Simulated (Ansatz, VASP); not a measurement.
**One calculation of B2Se, two programs**

File INCAR:

```
  PREC = Accurate
  ENCUT = 600
  EDIFF = 1E-7
  ISMEAR = 0
  SIGMA = 0.1
  LREAL = F
  LASPH = T
  NELM = 60
  ALGO = Normal
  ISIF = 3
  LWAVE = F
  LCHARG = F
  GGA = PE
  IBRION = 2
  NSW = 100
  EDIFFG = -0.01
```

The input KPOINTS:

```
regular mesh
0
Gamma
  12 12 4
```

File POSCAR:

```
B2Se
1.0
    2.9927938292      0.0000000000      0.0000000000
   -1.4963969146      2.5918354844      0.0000000000
    0.0000000000      0.0000000000     10.8183566280
B Se
4 2
Direct
    0.3333333333      0.6666666667      0.1507088491
    0.6666666667      0.3333333333      0.6507088491
    0.0000000000      0.0000000000      0.1361191331
    0.0000000000      0.0000000000      0.6361191331
    0.3333333333      0.6666666667      0.3381720178
    0.6666666667      0.3333333333      0.8381720178
```

Input for Ansatz:

```yaml
crystal:
  lattice:
    - [2.9927938292, 0.0, 0.0]
    - [-1.4963969146, 2.5918354844, 0.0]
    - [0.0, 0.0, 10.818356628]
  atoms:
    - { symbol: B, position: [0.3333333333, 0.6666666667, 0.1507088491] }
    - { symbol: B, position: [0.6666666667, 0.3333333333, 0.6507088491] }
    - { symbol: B, position: [0.0, 0.0, 0.1361191331] }
    - { symbol: B, position: [0.0, 0.0, 0.6361191331] }
    - { symbol: Se, position: [0.3333333333, 0.6666666667, 0.3381720178] }
    - { symbol: Se, position: [0.6666666667, 0.3333333333, 0.8381720178] }
basis:
  ecutwfc: 420
kpoints:
  mp_grid: { grid: [12, 12, 4] }
hamiltonian:
  xc: pbe
scf:
  occupations: { method: gaussian, width: 0.1 }
output:
  forces: true
  stress: true
  eigenvalues: true
relax:
  adjacent_minimum: "off"
  f_tol: 0.01
  max_steps: 80
  cell: { stress_tol: 0.05 }
```

Alike in both runs: task relaxation of cell and atoms; functional PBE; k mesh 12 × 12 × 4; occupations gaussian, width 0.1 eV; no spin polarisation.

|  | VASP | Ansatz |
| --- | --- | --- |
| version | VASP 6.6.1 | Ansatz 0.2.0 |
| potentials or method | VASP PAW PBE potentials, release 64 (B, Se), cutoff 600 eV | scalar-relativistic, plane waves, PAW |
| valence electrons in the cell | 24 | 44 |

VASP gave:

```
gap on the k mesh at the Fermi level, each at its own relaxed structure (eV) : none
relaxed volume (Å³/atom)                                                     : 14.63
relaxed cell length with the largest relative difference (Å)                 : 11.056
```

Which values does Ansatz return?

gap on the k mesh at the Fermi level, each at its own relaxed structure (eV): none; relaxed volume (Å³/atom): 14.66; relaxed cell length with the largest relative difference (Å): 11.080.

A gap of «none» marks a metal or a gap that the smearing closes. VASP's potentials hold 24 valence electrons a cell and Ansatz's 44, so a difference there can come from the potentials and not from the codes.
